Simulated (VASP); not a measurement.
Here is a VASP 6.6.1 calculation.

The input POSCAR:

```
Ni
1.0
    0.0000000000      1.7592378168      1.7592378168
    1.7592378168      0.0000000000      1.7592378168
    1.7592378168      1.7592378168      0.0000000000
Ni
1
Direct
    0.0000000000      0.0000000000      0.0000000000
```

The input INCAR.step1:

```
SYSTEM = Ni
PREC     = Accurate       ! precision mode
ENCUT    = 520            ! plane-wave cutoff, eV
ISMEAR   = 0              ! smearing method
SIGMA    = 0.1            ! smearing width, eV
LREAL    = .False.        ! projectors in reciprocal space
LASPH    = .True.         ! aspherical terms in the spheres
NELM     = 150            ! most SCF steps
ISPIN    = 2              ! spin polarisation
MAGMOM   = 0.75           ! initial moments
LMAXMIX  = 4              ! l up to which the mixer works
NBANDS   = 15             ! bands
GGA      = PE             ! functional
ALGO     = Normal         ! electronic algorithm
EDIFF    = 1E-4           ! SCF threshold, eV
LWAVE    = .True.         ! write WAVECAR
LCHARG   = .False.        ! write CHGCAR
```

Contents of INCAR.step2:

```
SYSTEM = Ni
PREC     = Accurate       ! precision mode
ENCUT    = 520            ! plane-wave cutoff, eV
EDIFF    = 1E-6           ! SCF threshold, eV
ISMEAR   = 0              ! smearing method
SIGMA    = 0.1            ! smearing width, eV
LREAL    = .False.        ! projectors in reciprocal space
LASPH    = .True.         ! aspherical terms in the spheres
NELM     = 150            ! most SCF steps
ALGO     = Normal         ! electronic algorithm
ISIF     = 2              ! what is computed and relaxed
LWAVE    = .False.        ! write WAVECAR
LCHARG   = .False.        ! write CHGCAR
ISPIN    = 2              ! spin polarisation
MAGMOM   = 0.75           ! initial moments
LORBIT   = 11             ! projections on sites
LMAXMIX  = 4              ! l up to which the mixer works
METAGGA  = R2SCAN         ! meta-GGA
LMIXTAU  = .True.       
NBANDS   = 15             ! bands
ISTART   = 1
```

The input KPOINTS:

```
regular mesh
0
Gamma
  20 20 20
  0 0 0
```

Potentials or basis: VASP PAW PBE potentials, release 64 (Ni).

Command:

```console
$ cat potpaw_PBE.64/Ni/POTCAR > POTCAR
$ cp INCAR.step1 INCAR
$ mpirun -np 1 vasp_std > vasp.out
$ cp INCAR.step2 INCAR
$ mpirun -np 1 vasp_std > vasp.out
```

(1) Predict the net moment.

(2) Estimate the pressure.

## Answers

(1) 0.75 μB per cell.

(2) -6.3 GPa.

Caveat: the cell stands under tension; the PAW data sets were made with another functional, which shifts forces and pressure a little.
